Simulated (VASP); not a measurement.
# Cu (Fd-3m) in VASP: settings compared

Cu is run at these levels: PBEsol, RPBE; tasks: relaxation of cell and atoms, single point.

Program: VASP 6.6.1. These are calculated values, not measurements. Logs are shortened: lines on timing, memory, paths and dates and some standing lists are left out, and cuts for length are marked.

### 1 The cell of the first run

The structure is cubic, space group Fd-3m (No. 227). Conventional cell: a = 4.835 Å, b = 4.835 Å, c = 4.835 Å, α = 90.00°, β = 90.00°, γ = 90.00°. Within 2.8 Å of Cu (site symmetry -43m) lie 4 Cu at 2.09 Å.

### 2 Relaxation of cell and atoms, PBEsol

Contents of INCAR:

```
SYSTEM = Cu
PREC = Accurate
ENCUT = 600
EDIFF = 1E-7
ISMEAR = -1
SIGMA = 0.1
LREAL = .FALSE.
LASPH = .TRUE.
NELM = 60
ALGO = Normal
ISIF = 3
LWAVE = .FALSE.
LCHARG = .FALSE.
GGA = PS
IBRION = 2
NSW = 60
EDIFFG = -0.005
```

Contents of KPOINTS:

```
Automatic mesh
0
G
  14 14 14
  0 0 0
```

Contents of POSCAR:

```
Cu
1.0
    0.0000000000      2.4177218275      2.4177218275
    2.4177218275      0.0000000000      2.4177218275
    2.4177218275      2.4177218275      0.0000000000
Cu
2
Direct
   -0.1250000000     -0.1250000000     -0.1250000000
    0.1250000000      0.1250000000      0.1250000000
```

Potentials or basis: VASP PAW PBE potentials, release 64 (Cu).

Run with:

```sh
$ cat potpaw_PBE.64/Cu/POTCAR > POTCAR
$ mpirun -np 1 vasp_std > vasp.out
```

OUTCAR:

```text
SYSTEM = Cu
   PREC = Accurate
   ENCUT = 600
   EDIFF = 1E-7
   ISMEAR = -1
   LREAL = .FALSE.
   LASPH = .TRUE.
   NELM = 60
   ISIF = 3
   GGA = PS
   IBRION = 2
   NSW = 60
   EDIFFG = -0.005

 ion  position               nearest neighbor table
   1  0.875  0.875  0.875-   2 2.09   2 2.09   2 2.09   2 2.09
   2  0.125  0.125  0.125-   1 2.09   1 2.09   1 2.09   1 2.09

  LATTYP: Found a face centered cubic cell.
 ALAT       =     4.8354436550

  Lattice vectors:

 A1 = (   0.0000000000,   2.4177218275,   2.4177218275)
 A2 = (   2.4177218275,   0.0000000000,   2.4177218275)
 A3 = (   2.4177218275,   2.4177218275,   0.0000000000)

Analysis of symmetry for initial positions (statically):
=====================================================================
 Subroutine PRICEL returns:
 Original cell was already a primitive cell.

 Routine SETGRP: Setting up the symmetry group for a
 face centered cubic supercell.

 Subroutine GETGRP returns: Found 48 space group operations
 (whereof 12 operations were pure point group operations)
 out of a pool of 48 trial point group operations.

The static configuration has the point symmetry D_3d.
 The point group associated with its full space group is O_h .

Analysis of symmetry for dynamics (positions and initial velocities):
=====================================================================
 Subroutine PRICEL returns:
 Original cell was already a primitive cell.

 Routine SETGRP: Setting up the symmetry group for a
 face centered cubic supercell.

 Subroutine GETGRP returns: Found 48 space group operations
 (whereof 12 operations were pure point group operations)
 out of a pool of 48 trial point group operations.

The dynamic configuration has the point symmetry D_3d.
 The point group associated with its full space group is O_h .

 Subroutine INISYM returns: Found 48 space group operations
 (whereof 12 operations are pure point group operations),
 and found     1 'primitive' translations

----------------------------------------------------------------------------------------

                                     Primitive cell

  volume of cell :      28.2650

  direct lattice vectors                    reciprocal lattice vectors
     0.000000000  2.417721827  2.417721827    -0.206806256  0.206806256  0.206806256
     2.417721827  0.000000000  2.417721827     0.206806256 -0.206806256  0.206806256
     2.417721827  2.417721827  0.000000000     0.206806256  0.206806256 -0.206806256

  length of vectors
     3.419174998  3.419174998  3.419174998     0.358198943  0.358198943  0.358198943

  position of ions in fractional coordinates (direct lattice)
     0.875000000  0.875000000  0.875000000
     0.125000000  0.125000000  0.125000000

  ion indices of the primitive-cell ions
   primitive index   ion index
                 1           1
                 2           2

----------------------------------------------------------------------------------------

 KPOINTS: Automatic mesh

Automatic generation of k-mesh.
 Grid dimensions read from file:
 generate k-points for:   14   14   14

 Generating k-lattice:

  Cartesian coordinates                     Fractional coordinates (reciprocal lattice)
    -0.014771875  0.014771875  0.014771875     0.071428571  0.000000000  0.000000000
     0.014771875 -0.014771875  0.014771875     0.000000000  0.071428571  0.000000000
     0.014771875  0.014771875 -0.014771875     0.000000000  0.000000000  0.071428571

  Length of vectors
     0.025585639  0.025585639  0.025585639

  Shift w.r.t. Gamma in fractional coordinates (k-lattice)
     0.000000000  0.000000000  0.000000000

 Subroutine IBZKPT returns following result:
 ===========================================

 Found    104 irreducible k-points:

 Following reciprocal coordinates:
            Coordinates               Weight
  0.000000  0.000000  0.000000      1.000000
  0.071429  0.000000  0.000000      8.000000
  0.142857  0.000000  0.000000      8.000000
  0.214286  0.000000  0.000000      8.000000
  0.285714  0.000000  0.000000      8.000000
  0.357143  0.000000  0.000000      8.000000
[... 16 lines left out ...]
  0.214286  0.142857  0.000000     24.000000
  0.285714  0.142857  0.000000     24.000000
 [... further k-points ...]
   k-points           NKPTS =    104   k-points in BZ     NKDIM =    104   number of bands    NBANDS=     15
   number of dos      NEDOS =    301   number of ions     NIONS =      2
   total plane-waves  NPLWV =  21952
   dimension x,y,z NGX =    28 NGY =   28 NGZ =   28
   dimension x,y,z NGXF=    56 NGYF=   56 NGZF=   56
   ions per type =               2
   NGX,Y,Z   is equivalent  to a cutoff of  13.61, 13.61, 13.61 a.u.
   NGXF,Y,Z  is equivalent  to a cutoff of  27.23, 27.23, 27.23 a.u.
 SYSTEM =  Cu
   PREC   = accura    normal or accurate (medium, high low for compatibility)
   ISTART =      0    job   : 0-new  1-cont  2-samecut
   ICHARG =      2    charge: 1-file 2-atom 10-const
   ISPIN  =      1    spin polarized calculation?
   LNONCOLLINEAR =      F non collinear calculations
   LSORBIT =      F    spin-orbit coupling
   LASPH  =      T    aspherical Exc in radial PAW
   ENCUT  =  600.0 eV  44.10 Ry    6.64 a.u.   6.83  6.83  6.83*2*pi/ulx,y,z
   NELM   =     60;   NELMIN=  2; NELMDL= -5     # of ELM steps
   EDIFF  = 0.1E-06   stopping-criterion for ELM
   LREAL  =      F    real-space projection
   EDIFFG = -.5E-02   stopping-criterion for IOM
   NSW    =     60    number of steps for IOM
   IBRION =      2    ionic relax: 0-MD 1-quasi-New 2-CG
   NFREE  =      1    steps in history (QN), initial steepest desc. (CG)
   ISIF   =      3    stress and relaxation
   ISYM   =      2    0-nonsym 1-usesym 2-fastsym
   POTIM  = 0.5000    time-step for ionic-motion
   TEBEG  =    0.0;   TEEND  =   0.0 temperature during run
   PSTRESS=    0.0 pullay stress
   NELECT =      22.0000    total number of electrons
   NUPDOWN=      -1.0000    fix difference up-down
   EMIN   =  10.00;   EMAX   =-10.00  energy-range for DOS
   EFERMI =   0.00;   METHOD = LEGACY
   ISMEAR =    -1;   SIGMA  =   0.10  broadening in eV -4-tet -1-fermi 0-gaus
   EFERMI_NEDOS =   21; number of points for ismear=-14 and -15
   IALGO  =     38    algorithm
   IMIX   =      4    mixing-type and parameters
     AMIX     =   0.40;   BMIX     =  1.00
     AMIX_MAG =   1.60;   BMIX_MAG =  1.00
  volume/ion in A,a.u.               =      14.13        95.37
  Fermi-wavevector in a.u.,A,eV,Ry     =   1.505911  2.845760 30.854869  2.267769
  Thomas-Fermi vector in A             =   2.616698
   LORBIT       =      0    0 simple, 1 ext, 2 COOP (PROOUT), +10 PAW based schemes
   GGA     = PS    functional components
   LHFCALC =     F    Hartree Fock is set to
   AEXX    =    0.0000 exact exchange contribution
   IVDW    =     0    specifies the selected vdW correction
   LEPSILON=     F    determine dielectric tensor
   LRPA    =     F    only Hartree local field effects (RPA)
 conjugate gradient relaxation of ions
 non-spin polarized calculation
  energy-cutoff  :      600.00
  volume of cell :       28.26
 maximum number of plane-waves:       960
   NGX = 13   NGY = 13   NGZ = 13

--------------------------------------- Ionic step        1  -------------------------------------------

 number of electron      21.9999984 magnetization

 Free energy of the ion-electron system (eV)
  ---------------------------------------------------
  ext. energy  EPLUGINS =         0.00000000
  ---------------------------------------------------
  free energy    TOTEN  =        -5.69951427 eV

  energy without entropy =       -5.67568667  energy(sigma->0) =       -5.68760047

 E-fermi :   5.4609     XC(G=0): -11.6293

 val. band max:        5.4231492503   @ k =  -0.4286   0.3571   0.0000
 cond. band min:       5.5145775990   @ k =  -0.4286   0.2857   0.0000
 fundamental gap:      0.0914283486
 Fermi energy:         5.4608676692

 k-point     1 :       0.0000    0.0000    0.0000
  band No.  band energies     occupation
      1      -2.6767      2.00000
      2       1.2697      2.00000
      3       1.2697      2.00000
      4       1.3132      2.00000
      5       1.3132      2.00000
      6       1.3132      2.00000
      7       2.9274      2.00000
      8       2.9274      2.00000
      9       2.9274      2.00000
     10       3.9938      2.00000
     11       3.9938      2.00000
     12      17.5381      0.00000
     13      17.5381      0.00000
     14      17.5381      0.00000
     15      18.0874      0.00000
[... 949 lines left out ...]
 POSITION                                       TOTAL-FORCE (eV/Angst)
 -----------------------------------------------------------------------------------
      4.57917      4.57917      4.57917        -0.000000     -0.000000     -0.000000
      0.65417      0.65417      0.65417         0.000000      0.000000      0.000000
 -----------------------------------------------------------------------------------
    total drift:                                0.000000      0.000000     -0.000000

  FREE ENERGIE OF THE ION-ELECTRON SYSTEM (eV)
  ---------------------------------------------------
  free  energy   TOTEN  =        -6.2561285364 eV

  energy  without entropy=       -6.2309847969  energy(sigma->0) =       -6.24355667

--------------------------------------- Ionic step        4  -------------------------------------------

 number of electron      22.0000019 magnetization

 Free energy of the ion-electron system (eV)
  ---------------------------------------------------
  ext. energy  EPLUGINS =         0.00000000
  ---------------------------------------------------
  free energy    TOTEN  =        -6.25624083 eV

  energy without entropy =       -6.23106428  energy(sigma->0) =       -6.24365255

 E-fermi :   3.0903     XC(G=0): -10.3716

 val. band max:        3.0795901143   @ k =  -0.4286   0.0714   0.0000
 cond. band min:       3.1300753395   @ k =  -0.3571   0.4286   0.1429
 fundamental gap:      0.0504852253
 Fermi energy:         3.0903420930

 k-point     1 :       0.0000    0.0000    0.0000
  band No.  band energies     occupation
      1      -3.5259      2.00000
      2      -0.0627      2.00000
      3      -0.0627      2.00000
      4      -0.0627      2.00000
      5      -0.0407      2.00000
      6      -0.0407      2.00000
      7       1.1260      2.00000
      8       1.1260      2.00000
      9       1.1260      2.00000
     10       1.8449      1.99999
     11       1.8449      1.99999
     12      13.2488      0.00000
     13      13.2488      0.00000
     14      13.2488      0.00000
     15      14.0978      0.00000
[... 436 lines left out ...]
 POSITION                                       TOTAL-FORCE (eV/Angst)
 -----------------------------------------------------------------------------------
      4.58614      4.58614      4.58614         0.000000      0.000000      0.000000
      0.65516      0.65516      0.65516        -0.000000     -0.000000     -0.000000
 -----------------------------------------------------------------------------------
    total drift:                                0.000000      0.000000     -0.000000

  FREE ENERGIE OF THE ION-ELECTRON SYSTEM (eV)
  ---------------------------------------------------
  free  energy   TOTEN  =        -6.2562408314 eV

  energy  without entropy=       -6.2310642769  energy(sigma->0) =       -6.24365255

 reached required accuracy - stopping structural energy minimisation
```

It took 96 s on 1 thread of AMD EPYC 9R45 (Zen 5), shared host; peak memory 0.16 GiB.

Results:

```
Free energy                            : -6.2562 eV
Relaxed volume                         : 18.00 Å³/atom
Relaxed cell                           : a = 3.706 Å, b = 3.706 Å, c = 3.706 Å, α = 60.00°, β = 60.00°, γ = 60.00°
Space group after relaxing (to 0.05 Å) : Fd-3m (No. 227)
Energy gained by relaxing              : 278.4 meV/atom
Ionic steps                            : 4
Pressure after relaxing                : 0.0 GPa
Band gap on the k mesh                 : zero (band 11 reaches 3.70 eV, above the bottom of band 12 at 2.73 eV)
```

Step by step:
```
step  energy change (eV)  largest force (eV/Å)  pressure (GPa)  volume (Å³)
   1              0.0000                0.0000           29.12        28.27
   2             -0.4735                0.0000           -5.74        40.13
   3             -0.5566                0.0000            0.26        35.83
   4             -0.5567                0.0000           -0.04        36.00
```

Final structure:
```yaml
crystal:
  lattice:
    - [0.00000, 2.62065, 2.62065]
    - [2.62065, 0.00000, 2.62065]
    - [2.62065, 2.62065, 0.00000]
  atoms:
    - { symbol: Cu, position: [0.87500, 0.87500, 0.87500] }
    - { symbol: Cu, position: [0.12500, 0.12500, 0.12500] }
```

Caveat: the volume moved by over 15 % at a fixed basis, so the end points are rough; the PAW data sets were made with another functional, which shifts forces and pressure a little.

### 3 Relaxation of cell and atoms, PBEsol

Contents of INCAR:

```
ALGO = Normal ; EDIFF = 1E-6
EDIFFG = -0.005 ; ENCUT = 600
GGA = PS ; IBRION = 2
ISIF = 3 ; ISMEAR = -1
LASPH = T ; LCHARG = F
LREAL = F ; LWAVE = F
NELM = 80 ; NSW = 60
PREC = Accurate ; SIGMA = 0.1
```

Contents of KPOINTS:

```
k-points
0
Gamma
  14 14 14
```

POSCAR is that of step 2.

Potentials or basis: VASP PAW PBE potentials, release 64 (Cu).

Run with:

```sh
$ cat potpaw_PBE.64/Cu/POTCAR > POTCAR
$ mpirun -np 1 vasp_std > vasp.out
```

Run time: 95 s. Hardware: 1 thread of AMD EPYC 9R45 (Zen 5), shared host; peak memory 0.16 GiB.

It converged, with:

| Property | Result |
| --- | --- |
| Free energy | -6.2562 eV |
| Relaxed volume | 17.98 Å³/atom |
| Relaxed cell | a = 3.705 Å, b = 3.705 Å, c = 3.705 Å, α = 60.00°, β = 60.00°, γ = 60.00° |
| Space group after relaxing (to 0.05 Å) | Fd-3m (No. 227) |
| Energy gained by relaxing | 278.4 meV/atom |
| Ionic steps | 5 |
| Pressure after relaxing | 0.0 GPa |
| Band gap on the k mesh | zero (band 11 reaches 3.71 eV, above the bottom of band 12 at 2.74 eV) |

Step by step:
```
step  energy change (eV)  largest force (eV/Å)  pressure (GPa)  volume (Å³)
   1              0.0000                0.0000           29.01        28.27
   2             -0.4752                0.0000           -5.62        40.08
   3             -0.5566                0.0000            0.20        35.84
   4             -0.5567                0.0000           -0.08        36.01
   5             -0.5567                0.0000            0.01        35.97
```

Final structure:
```
Cu
1.0
     0.00000    2.61990    2.61990
     2.61990    0.00000    2.61990
     2.61990    2.61990    0.00000
Cu
2
Direct
  0.87500 0.87500 0.87500
  0.12500 0.12500 0.12500
```

Levels at points of the mesh, in eV from the Fermi level:
```tsv
k point	band 7	band 8	band 9	band 10	band 11	band 12	band 13	band 14	band 15
(0.00, 0.00, 0.00)	-1.97	-1.97	-1.97	-1.25	-1.25	10.16	10.16	10.16	11.01
(0.50, 0.00, 0.00)	-1.73	-1.73	-1.67	-1.35	-1.35	-0.36	7.34	7.34	11.49
(0.50, 0.50, 0.00)	-2.14	-2.14	-1.25	-1.25	0.24	0.24	3.80	3.80	8.13
```

Caveat: the volume moved by over 15 % at a fixed basis, so the end points are rough; the PAW data sets were made with another functional, which shifts forces and pressure a little.

### 4 Single point, PBEsol (volume scaled by 0.43)

Contents of INCAR:

```
SYSTEM = Cu
ALGO = Normal
EDIFF = 1E-6
ENCUT = 600
GGA = PS
GGA_COMPAT = .FALSE.
ISIF = 2
ISMEAR = -1
LASPH = .TRUE.
LCHARG = .FALSE.
LREAL = .FALSE.
LWAVE = .FALSE.
NBANDS = 18
NELM = 120
PREC = Accurate
SIGMA = 0.1
```

Contents of KPOINTS:

```
k-points
0
G
  14 14 14
  0 0 0
```

Contents of POSCAR:

```
Cu
1.0
    0.0000000000      1.9744634276      1.9744634276
    1.9744634276      0.0000000000      1.9744634276
    1.9744634276      1.9744634276      0.0000000000
Cu
2
Direct
   -0.1250000000     -0.1250000000     -0.1250000000
    0.1250000000      0.1250000000      0.1250000000
```

Run with:

```sh
$ cat potpaw_PBE.64/Cu/POTCAR > POTCAR
$ mpirun -np 1 vasp_std > vasp.out
```

Wall time 18 s (1 thread of Intel Xeon Platinum 8488C (Sapphire Rapids), shared host); peak memory 0.16 GiB.

The run converged. Its results:

- Free energy: 6.2389 eV
- Pressure: 423.2 GPa
- Band gap on the k mesh: zero (band 11 reaches 16.61 eV, above the bottom of band 12 at 15.43 eV)

Levels at points of the mesh, in eV from the Fermi level:
```
           k point  band 9  band 10  band 11  band 12  band 13  band 14
(0.00, 0.00, 0.00)   -5.21    -2.44    -2.44    17.44    17.44    17.44
(0.50, 0.00, 0.00)   -4.16    -2.97    -2.97     0.02    13.19    13.19
(0.50, 0.50, 0.00)   -2.68    -2.68     0.28     0.28     4.48     4.48
```

Caveat: the cell differs from its parent crystal (volume scaled by 0.43); the PAW data sets were made with another functional, which shifts forces and pressure a little.

[end of part 1 of 2]
